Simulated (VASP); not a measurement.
Write the native input for VASP 6.6.1 that does the following.

```
Task                   : single point
Functional             : r2SCAN
Potentials or basis    : VASP PAW PBE potentials, release 64 (P, O, Au)
Cutoff                 : 520 eV
k mesh                 : 4 × 4 × 6
Occupations            : fermi-dirac, width 0.0131 eV
Spin                   : no spin polarisation
Dipole correction      : no
Further INCAR settings : ALGO = Normal; EDIFF = 1e-06; NBANDS = 48
```

P2Au2O7:

```
P O Au
1.0
     3.55312    4.22502    0.00000
     3.55312   -4.22502    0.00000
     1.53894    0.00000   -4.50771
P O Au
2 7 2
Cartesian
  1.5557 0.0000 -0.3980
  7.0895 0.0000 -4.1097
  0.0000 0.0000 0.0000
  1.8629 1.2954 -1.2207
  6.7823 1.2954 -3.2870
  6.7823 -1.2954 -3.2870
  1.8629 -1.2954 -1.2207
  3.8776 0.0000 -3.5336
  4.7676 0.0000 -0.9741
  4.3226 -1.5869 -2.2539
  4.3226 1.5869 -2.2539
```

The input as run:

POSCAR

```
P2Au2O7
1.0
    3.5531170000      4.2250190000      0.0000000000
    3.5531170000     -4.2250190000      0.0000000000
    1.5389420000      0.0000000000     -4.5077080000
P O Au
2 7 2
Direct
    0.1998000000      0.1998000000      0.0883000000
    0.8002000000      0.8002000000      0.9117000000
    0.0000000000      0.0000000000      0.0000000000
    0.3568000000      0.0502000000      0.2708000000
    0.9498000000      0.6432000000      0.7292000000
    0.6432000000      0.9498000000      0.7292000000
    0.0502000000      0.3568000000      0.2708000000
    0.3759000000      0.3759000000      0.7839000000
    0.6241000000      0.6241000000      0.2161000000
    0.3122000000      0.6878000000      0.5000000000
    0.6878000000      0.3122000000      0.5000000000
```

INCAR.step1

```
SYSTEM = P2Au2O7
PREC     = Accurate       ! precision mode
ENCUT    = 520            ! plane-wave cutoff, eV
ISMEAR   = -1             ! smearing method
SIGMA    = 0.0131         ! smearing width, eV
LREAL    = .False.        ! projectors in reciprocal space
LASPH    = .True.         ! aspherical terms in the spheres
NELM     = 80             ! most SCF steps
NBANDS   = 48             ! bands
GGA      = PE             ! functional
ALGO     = Normal         ! electronic algorithm
EDIFF    = 1E-4           ! SCF threshold, eV
LWAVE    = .True.         ! write WAVECAR
LCHARG   = .False.        ! write CHGCAR
```

INCAR.step2

```
SYSTEM = P2Au2O7
PREC     = Accurate       ! precision mode
ENCUT    = 520            ! plane-wave cutoff, eV
EDIFF    = 1E-6           ! SCF threshold, eV
ISMEAR   = -1             ! smearing method
SIGMA    = 0.0131         ! smearing width, eV
LREAL    = .False.        ! projectors in reciprocal space
LASPH    = .True.         ! aspherical terms in the spheres
NELM     = 80             ! most SCF steps
ALGO     = Normal         ! electronic algorithm
ISIF     = 2              ! what is computed and relaxed
LWAVE    = .False.        ! write WAVECAR
LCHARG   = .False.        ! write CHGCAR
METAGGA  = R2SCAN         ! meta-GGA
LMIXTAU  = .True.       
NBANDS   = 48             ! bands
ISTART   = 1
```

KPOINTS

```
Automatic mesh
0
Gamma
  4 4 6
  0 0 0
```

Potentials or basis: VASP PAW PBE potentials, release 64 (P, O, Au).

The run is started by

```sh
$ cat potpaw_PBE.64/P/POTCAR potpaw_PBE.64/O/POTCAR potpaw_PBE.64/Au/POTCAR > POTCAR
$ cp INCAR.step1 INCAR
$ mpirun -np 1 vasp_std > vasp.out
$ cp INCAR.step2 INCAR
$ mpirun -np 1 vasp_std > vasp.out
```

It gave:

* Pressure: 3.6 GPa
* Largest force: 3.647 eV/Å
* Band gap on the k mesh: zero (bands 37 and 38 overlap by 0.42 eV)

Caveat: the cell stands under pressure; the PAW data sets were made with another functional, which shifts forces and pressure a little; spin-orbit coupling is left out, which moves the levels of the heavy elements.

It took 6.7 min on 1 thread of Intel(R) Xeon(R) Platinum 8559C (Emerald Rapids), with other jobs on the host, peak memory 0.37 GiB.
